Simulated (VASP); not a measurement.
# BaTiO3 (Amm2) in VASP: single point with r2SCAN

Aim: the single point of BaTiO3 with r2SCAN.

Everything below comes from runs of VASP 6.6.1. Logs are shortened: lines on timing, memory, paths and dates and some standing lists are left out, and cuts for length are marked.

### 1 The cell of the first run

Symmetry: Amm2, No. 38, orthorhombic system. Conventional cell: a = 3.964 Å, b = 5.716 Å, c = 5.748 Å, α = 90.00°, β = 90.00°, γ = 90.00°. Ba (site symmetry mm2) has 12 O at 2.77 to 2.98 Å and 8 Ti at 3.42 to 3.56 Å within 3.7 Å. Within 2.5 Å of Ti (site symmetry mm2) lie 6 O at 1.85 to 2.21 Å. Within 2.6 Å of O (site symmetry mm2) lie 2 Ti at 1.99 Å. O (site symmetry m) has 2 Ti at 1.85 to 2.21 Å within 2.5 Å.

### 2 Single point, r2SCAN

Input file POSCAR:

```
BaTiO3
1.0
   -7.9273497565      0.0000000000      0.0000000000
    0.0000000000     -2.8580588707      2.8737781347
    0.0000000000      2.8580588707      2.8737781347
Ba Ti O
2 2 6
Direct
    0.0000000000      0.0084170025      0.0084170025
    0.5000000000      0.0084170025      0.0084170025
    0.2500000000      0.5239462653      0.5239462653
    0.7500000000      0.5239462653      0.5239462653
    0.0000000000      0.4902973820      0.4902973820
    0.5000000000      0.4902973820      0.4902973820
    0.2500000000      0.9801370673      0.4940822828
    0.7500000000      0.9801370673      0.4940822828
    0.2500000000      0.4940822828      0.9801370673
    0.7500000000      0.4940822828      0.9801370673
```

Input file INCAR.step1:

```
ALGO = Normal ; EDIFF = 1E-4
ENCUT = 520 ; GGA = PE
ISMEAR = 1 ; LASPH = T
LCHARG = F ; LREAL = F
LWAVE = T ; NBANDS = 51
NELM = 60 ; PREC = Accurate
SIGMA = 0.0977
```

Input file INCAR.step2:

```
ALGO = Normal ; EDIFF = 1E-6
ENCUT = 520 ; ISIF = 2
ISMEAR = 1 ; ISTART = 1
LASPH = T ; LCHARG = F
LMIXTAU = T ; LREAL = F
LWAVE = F ; METAGGA = R2SCAN
NBANDS = 51 ; NELM = 60
PREC = Accurate ; SIGMA = 0.0977
```

Input file KPOINTS:

```
k-points
0
Gamma
  3 6 6
```

Potentials or basis: VASP PAW PBE potentials, release 64 (Ba_sv, Ti_sv, O).

Started as:

```bash
$ cat potpaw_PBE.64/Ba_sv/POTCAR potpaw_PBE.64/Ti_sv/POTCAR potpaw_PBE.64/O/POTCAR > POTCAR
$ cp INCAR.step1 INCAR
$ mpirun -np 1 vasp_std > vasp.out
$ cp INCAR.step2 INCAR
$ mpirun -np 1 vasp_std > vasp.out
```

OUTCAR:

```text
EDIFF = 1E-6
   ENCUT = 520
   ISIF = 2
   ISMEAR = 1
   ISTART = 1
   LASPH = T
   LREAL = F
   METAGGA = R2SCAN
   NELM = 60
   PREC = Accurate

 ion  position               nearest neighbor table
   1  0.000  0.008  0.008-   5 2.77   7 2.80   8 2.80   9 2.80  10 2.80   5 2.86   5 2.86   8 2.88
                             7 2.88   9 2.88  10 2.88   5 2.98   3 3.42   4 3.42   3 3.48   4 3.48
   2  0.500  0.008  0.008-   6 2.77   7 2.80   8 2.80   9 2.80  10 2.80   6 2.86   6 2.86   8 2.88
                             7 2.88   9 2.88  10 2.88   6 2.98   3 3.42   4 3.42   3 3.48   4 3.48
   3  0.250  0.524  0.524-   7 1.85   9 1.85   5 1.99   6 1.99   9 2.21   7 2.21   1 3.42   2 3.42
                             1 3.48   1 3.48   2 3.48   2 3.48   1 3.56   2 3.56
   4  0.750  0.524  0.524-   8 1.85  10 1.85   5 1.99   6 1.99  10 2.21   8 2.21   1 3.42   2 3.42
                             1 3.48   1 3.48   2 3.48   2 3.48   1 3.56   2 3.56
   5  0.000  0.490  0.490-   3 1.99   4 1.99   1 2.77   1 2.86   1 2.86   1 2.98
   6  0.500  0.490  0.490-   3 1.99   4 1.99   2 2.77   2 2.86   2 2.86   2 2.98
   7  0.250  0.980  0.494-   3 1.85   3 2.21   2 2.80   1 2.80   2 2.88   1 2.88
   8  0.750  0.980  0.494-   4 1.85   4 2.21   2 2.80   1 2.80   2 2.88   1 2.88
   9  0.250  0.494  0.980-   3 1.85   3 2.21   2 2.80   1 2.80   1 2.88   2 2.88
  10  0.750  0.494  0.980-   4 1.85   4 2.21   2 2.80   1 2.80   1 2.88   2 2.88

  LATTYP: Found a base centered orthorhombic cell.
 ALAT       =     5.7161177414
 B/A-ratio  =     1.0054999791
 C/A-ratio  =     1.3868415794

  Lattice vectors:

 A1 = (   0.0000000000,  -2.8580588707,  -2.8737781347)
 A2 = (   0.0000000000,  -2.8580588707,   2.8737781347)
 A3 = (  -7.9273497565,   0.0000000000,   0.0000000000)

Analysis of symmetry for initial positions (statically):
=====================================================================
 Subroutine PRICEL returns following result:

  LATTYP: Found a base centered orthorhombic cell.
 ALAT       =     5.7161177414
 B/A-ratio  =     1.0054999791
 C/A-ratio  =     0.6934207897

  Lattice vectors:

 A1 = (   0.0000000000,  -2.8580588707,  -2.8737781347)
 A2 = (   0.0000000000,  -2.8580588707,   2.8737781347)
 A3 = (  -3.9636748782,   0.0000000000,   0.0000000000)

   2 primitive cells build up your supercell.

 Routine SETGRP: Setting up the symmetry group for a
 base centered orthorhombic supercell.

 Subroutine GETGRP returns: Found  4 space group operations
 (whereof  4 operations were pure point group operations)
 out of a pool of  8 trial point group operations.

The static configuration has the point symmetry C_2v.

Analysis of symmetry for dynamics (positions and initial velocities):
=====================================================================
 Subroutine PRICEL returns following result:

  LATTYP: Found a base centered orthorhombic cell.
 ALAT       =     5.7161177414
 B/A-ratio  =     1.0054999791
 C/A-ratio  =     0.6934207897

  Lattice vectors:

 A1 = (   0.0000000000,  -2.8580588707,  -2.8737781347)
 A2 = (   0.0000000000,  -2.8580588707,   2.8737781347)
 A3 = (  -3.9636748782,   0.0000000000,   0.0000000000)

   2 primitive cells build up your supercell.

 Routine SETGRP: Setting up the symmetry group for a
 base centered orthorhombic supercell.

 Subroutine GETGRP returns: Found  4 space group operations
 (whereof  4 operations were pure point group operations)
 out of a pool of  8 trial point group operations.

The dynamic configuration has the point symmetry C_2v.

 Subroutine INISYM returns: Found  4 space group operations
 (whereof  4 operations are pure point group operations),
 and found     2 'primitive' translations

----------------------------------------------------------------------------------------

                                     Primitive cell

  volume of cell :      65.1107

  direct lattice vectors                    reciprocal lattice vectors
     0.000000000 -2.858058871 -2.873778135     0.000000000 -0.174943912 -0.173986987
     0.000000000 -2.858058871  2.873778135     0.000000000 -0.174943912  0.173986987
    -3.963674878  0.000000000  0.000000000    -0.252291126  0.000000000  0.000000000

  length of vectors
     4.053036057  4.053036057  3.963674878     0.246732333  0.246732333  0.252291126

  position of ions in fractional coordinates (direct lattice)
     0.991582997  0.008417003  0.000000000
     0.476053735  0.523946265  0.500000000
     0.509702618  0.490297382  0.000000000
     0.505917717  0.980137067  0.500000000
     0.019862933  0.494082283  0.500000000

  ion indices of the primitive-cell ions
   primitive index   ion index
                 1           1
                 2           3
                 3           5
                 4           7
                 5           9

----------------------------------------------------------------------------------------

 KPOINTS: k-points

Automatic generation of k-mesh.
 Grid dimensions read from file:
 generate k-points for:    3    6    6

 Generating k-lattice:

  Cartesian coordinates                     Fractional coordinates (reciprocal lattice)
    -0.042048521  0.000000000  0.000000000     0.333333333  0.000000000  0.000000000
     0.000000000 -0.029157319  0.028997831     0.000000000  0.166666667  0.000000000
     0.000000000  0.029157319  0.028997831     0.000000000  0.000000000  0.166666667

  Length of vectors
     0.042048521  0.041122056  0.041122056

  Shift w.r.t. Gamma in fractional coordinates (k-lattice)
     0.000000000  0.000000000  0.000000000

 Subroutine IBZKPT returns following result:
 ===========================================

 Found     26 irreducible k-points:

 Following reciprocal coordinates:
            Coordinates               Weight
  0.000000  0.000000  0.000000      1.000000
  0.333333  0.000000  0.000000      2.000000
  0.000000  0.166667 -0.000000      4.000000
  0.333333  0.166667 -0.000000      8.000000
  0.000000  0.333333 -0.000000      4.000000
  0.333333  0.333333 -0.000000      8.000000
[... 16 lines left out ...]
  0.000000 -0.333333  0.333333      2.000000
  0.333333 -0.333333  0.333333      4.000000
 [... further k-points ...]
   k-points           NKPTS =     26   k-points in BZ     NKDIM =     26   number of bands    NBANDS=     51
   number of dos      NEDOS =    301   number of ions     NIONS =     10
   total plane-waves  NPLWV =  54000
   dimension x,y,z NGX =    60 NGY =   30 NGZ =   30
   dimension x,y,z NGXF=   120 NGYF=   60 NGZF=   60
   ions per type =               2   2   6
   NGX,Y,Z   is equivalent  to a cutoff of  12.58, 12.31, 12.31 a.u.
   NGXF,Y,Z  is equivalent  to a cutoff of  25.17, 24.61, 24.61 a.u.
 SYSTEM =  unknown system
   PREC   = accura    normal or accurate (medium, high low for compatibility)
   ISTART =      1    job   : 0-new  1-cont  2-samecut
   ICHARG =      0    charge: 1-file 2-atom 10-const
   ISPIN  =      1    spin polarized calculation?
   LNONCOLLINEAR =      F non collinear calculations
   LSORBIT =      F    spin-orbit coupling
   LASPH  =      T    aspherical Exc in radial PAW
   ENCUT  =  520.0 eV  38.22 Ry    6.18 a.u.  14.74  7.54  7.54*2*pi/ulx,y,z
   NELM   =     60;   NELMIN=  2; NELMDL=  0     # of ELM steps
   EDIFF  = 0.1E-05   stopping-criterion for ELM
   LREAL  =      F    real-space projection
   EDIFFG = 0.1E-04   stopping-criterion for IOM
   NSW    =      0    number of steps for IOM
   IBRION =     -1    ionic relax: 0-MD 1-quasi-New 2-CG
   NFREE  =      0    steps in history (QN), initial steepest desc. (CG)
   ISIF   =      2    stress and relaxation
   ISYM   =      2    0-nonsym 1-usesym 2-fastsym
   POTIM  = 0.5000    time-step for ionic-motion
   TEBEG  =    0.0;   TEEND  =   0.0 temperature during run
   PSTRESS=    0.0 pullay stress
   NELECT =      80.0000    total number of electrons
   NUPDOWN=      -1.0000    fix difference up-down
   EMIN   =  10.00;   EMAX   =-10.00  energy-range for DOS
   EFERMI =   0.00;   METHOD = LEGACY
   ISMEAR =     1;   SIGMA  =   0.10  broadening in eV -4-tet -1-fermi 0-gaus
   EFERMI_NEDOS =   21; number of points for ismear=-14 and -15
   IALGO  =     38    algorithm
   IMIX   =      4    mixing-type and parameters
     AMIX     =   0.40;   BMIX     =  1.00
     AMIX_MAG =   1.60;   BMIX_MAG =  1.00
  volume/ion in A,a.u.               =      13.02        87.88
  Fermi-wavevector in a.u.,A,eV,Ry     =   1.391695  2.629922 26.351962  1.936815
  Thomas-Fermi vector in A             =   2.515509
   LORBIT       =      0    0 simple, 1 ext, 2 COOP (PROOUT), +10 PAW based schemes
   METAGGA = R2SCAN    functional components
   LHFCALC =     F    Hartree Fock is set to
   AEXX    =    0.0000 exact exchange contribution
   IVDW    =     0    specifies the selected vdW correction
   LEPSILON=     F    determine dielectric tensor
   LRPA    =     F    only Hartree local field effects (RPA)
 non-spin polarized calculation
 Methfessel and Paxton  Order N= 1 SIGMA  =   0.10
  energy-cutoff  :      520.00
  volume of cell :      130.22
 maximum number of plane-waves:      3539
 NGX is ok and might be reduce to    60
   NGX = 29   NGY = 15   NGZ = 15

 number of electron      79.9999983 magnetization

 Free energy of the ion-electron system (eV)
  ---------------------------------------------------
  ext. energy  EPLUGINS =         0.00000000
  ---------------------------------------------------
  free energy    TOTEN  =      -148.53267469 eV

  energy without entropy =     -148.53341098  energy(sigma->0) =     -148.53292012

 E-fermi :   3.4566     XC(G=0): -11.8103

 val. band max:        3.4085416396   @ k =   0.0000   0.5000   0.5000
 cond. band min:       6.0510516415   @ k =   0.0000   0.0000   0.0000
 fundamental gap:      2.6425100019
 Fermi energy:         3.4566078082

 k-point     1 :       0.0000    0.0000    0.0000
  band No.  band energies     occupation
      1     -55.1788      2.00000
      2     -55.1775      2.00000
      3     -30.4034      2.00000
      4     -30.4011      2.00000
      5     -30.4006      2.00000
      6     -30.3981      2.00000
[... 43 lines left out ...]
     50       8.8276      0.00000
     51       9.1011      0.00000
[... 1240 lines left out ...]
     50      10.6195      0.00000
     51      11.4634      0.00000

 [... further k-points ...]

------------------------ aborting loop because EDIFF is reached ----------------------------------------

  FORCE on cell =-STRESS in cart. coord.  units (eV):
  Direction    XX          YY          ZZ          XY          YZ          ZX
  --------------------------------------------------------------------------------------
  -------------------------------------------------------------------------------------
  Total        1.5048057      1.6521184      1.5783900      0.0000000      0.0000000      0.0000000
  in kB       18.5143547     20.3268148     19.4196979      0.0000000      0.0000000      0.0000000
  external PRESSURE =      19.4202891 kB  Pullay stress =       0.0000000 kB

 VOLUME and BASIS-vectors are now :
 -----------------------------------------------------------------------------
  energy-cutoff  :      520.00
  volume of cell :      130.22
      direct lattice vectors                 reciprocal lattice vectors
    -7.927349756  0.000000000  0.000000000    -0.126145563  0.000000000  0.000000000
     0.000000000 -2.858058871  2.873778135     0.000000000 -0.174943912  0.173986987
     0.000000000  2.858058871  2.873778135     0.000000000  0.174943912  0.173986987

 POSITION                                       TOTAL-FORCE (eV/Angst)
 -----------------------------------------------------------------------------------
      0.00000      0.00000      0.04838         0.000000     -0.000000     -0.033005
     -3.96367      0.00000      0.04838         0.000000     -0.000000     -0.033005
     -1.98184      0.00000      3.01141         0.000000     -0.000000     -0.173150
     -5.94551      0.00000      3.01141        -0.000000     -0.000000     -0.173150
      0.00000      0.00000      2.81801         0.000000     -0.000000      0.020041
     -3.96367      0.00000      2.81801        -0.000000     -0.000000      0.020041
     -1.98184     -1.38917      4.23658         0.000000     -0.081292      0.093057
     -5.94551     -1.38917      4.23658        -0.000000     -0.081292      0.093057
     -1.98184      1.38917      4.23658         0.000000      0.081292      0.093057
     -5.94551      1.38917      4.23658         0.000000      0.081292      0.093057
 -----------------------------------------------------------------------------------
    total drift:                               -0.000000     -0.000002      0.007492

  FREE ENERGIE OF THE ION-ELECTRON SYSTEM (eV)
  ---------------------------------------------------
  free  energy   TOTEN  =      -148.5326746902 eV

  energy  without entropy=     -148.5334109819  energy(sigma->0) =     -148.53292012
```

Wall time 13 min (1 thread of Intel Xeon 8259CL, shared host); peak memory 0.33 GiB.

Results:

| Property | Result |
| --- | --- |
| Free energy | -148.5327 eV |
| Pressure | 1.9 GPa |
| Largest force | 0.173 eV/Å |
| Band gap on the k mesh | 2.64 eV |

Forces on the atoms (eV/Å):
```
Ba   0.000  0.000 -0.033
Ba   0.000  0.000 -0.033
Ti   0.000  0.000 -0.173
Ti   0.000  0.000 -0.173
O    0.000  0.000  0.020
O    0.000  0.000  0.020
O    0.000 -0.081  0.093
O    0.000 -0.081  0.093
O    0.000  0.081  0.093
O    0.000  0.081  0.093
```

Caveat: the PAW data sets were made with another functional, which shifts forces and pressure a little; spin-orbit coupling is left out, which moves the levels of the heavy elements; an odd mesh through Γ misses points on the zone boundary, where band edges can lie. r2SCAN opens gaps a little over a GGA but as a rule still falls short of measured ones.
